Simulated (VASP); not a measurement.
NdNb, 2 atoms in the cell. It takes space group Fm-3m (No. 225, cubic). The conventional cell has a = 5.815 Å, b = 5.815 Å, c = 5.815 Å, α = 90.00°, β = 90.00°, γ = 90.00°. Nd (site symmetry m-3m) has 6 Nb at 2.91 Å within 3.8 Å. Within 3.8 Å of Nb (site symmetry m-3m) lie 6 Nd at 2.91 Å. 

| Item | Value |
| --- | --- |
| Program | VASP 6.6.1 |
| Task | relaxation of cell and atoms |
| Functional | PBE |
| Potentials or basis | VASP PAW PBE potentials, release 64 (Nd, Nb_sv) |
| Cutoff | 600 eV |
| k mesh | 6 × 6 × 6 |
| Occupations | gaussian, width 0.1 eV |
| Spin | no spin polarisation |
| Dipole correction | no |
| Further INCAR settings | ALGO = Normal; EDIFF = 1e-06; IBRION = 2; EDIFFG = -0.04; NSW = 90; ISIF = 3 |

Potentials or basis: VASP PAW PBE potentials, release 64 (Nd, Nb_sv).

Launch:

```sh
$ cat potpaw_PBE.64/Nd/POTCAR potpaw_PBE.64/Nb_sv/POTCAR > POTCAR
$ mpirun -np 1 vasp_std > vasp.out
```

Hardware: 1 thread of Intel(R) Xeon(R) Platinum 8259CL CPU @ 2.50GHz (Skylake/Cascade Lake), on a shared host.

Problem. How long does it take, and how much memory?

Solution. Wall time 3.7 min on 1 thread of Intel(R) Xeon(R) Platinum 8259CL CPU @ 2.50GHz (Skylake/Cascade Lake) (shared host), peak memory 0.24 GiB. Counts: scf iterations 105, k points 16, ion steps 5.
